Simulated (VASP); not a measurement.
Input of a VASP 6.6.1 run:

The input INCAR:

```
PREC = Accurate
ENCUT = 520
EDIFF = 1E-7
ISMEAR = 0
SIGMA = 0.02
LREAL = False
LASPH = True
NELM = 80
ALGO = Normal
ISIF = 2
LWAVE = False
LCHARG = False
GGA = PE
NBANDS = 35
```

File KPOINTS:

```
regular mesh
0
Gamma
  9 9 2
```

Contents of POSCAR:

```
WSe2
1.0
    3.4407878423      0.0000000000      0.0000000000
   -1.7203939212      2.9798096805      0.0000000000
    0.0000000000      0.0000000000     13.3285383065
W Se
2 4
Direct
    0.3333333333      0.6666666667      0.2500000000
    0.6666666667      0.3333333333      0.7500000000
    0.3333333333      0.6666666667      0.6229393877
    0.6666666667      0.3333333333      0.1229393877
    0.3333333333      0.6666666667      0.8770606123
    0.6666666667      0.3333333333      0.3770606123
```

Potentials or basis: VASP PAW PBE potentials, release 64 (W_sv, Se).

The run is started by

```sh
$ cat potpaw_PBE.64/W_sv/POTCAR potpaw_PBE.64/Se/POTCAR > POTCAR
$ mpirun -np 1 vasp_std > vasp.out
```

**Question.** What does it give for the largest force?

**Answer.** 0.903 eV/Å.

**Question.** What does it give for the pressure?

**Answer.** -7.7 GPa.

**Question.** Estimate the band gap on the k mesh.

**Answer.** 0.95 eV, indirect (least direct gap 1.18 eV).

Stress tensor (GPa, compression positive):
```
-8.63  0.00  0.00
 0.00 -8.63  0.00
 0.00  0.00 -5.84
```

Caveat: the cell differs from its parent crystal (S replaced by Se, lengths x 1.048, strained); spin-orbit coupling is left out, which moves the levels of the heavy elements; this functional lacks dispersion, which binds the layers, so the pressure and a relaxed spacing across them are unreliable. A k mesh can miss the band edges.
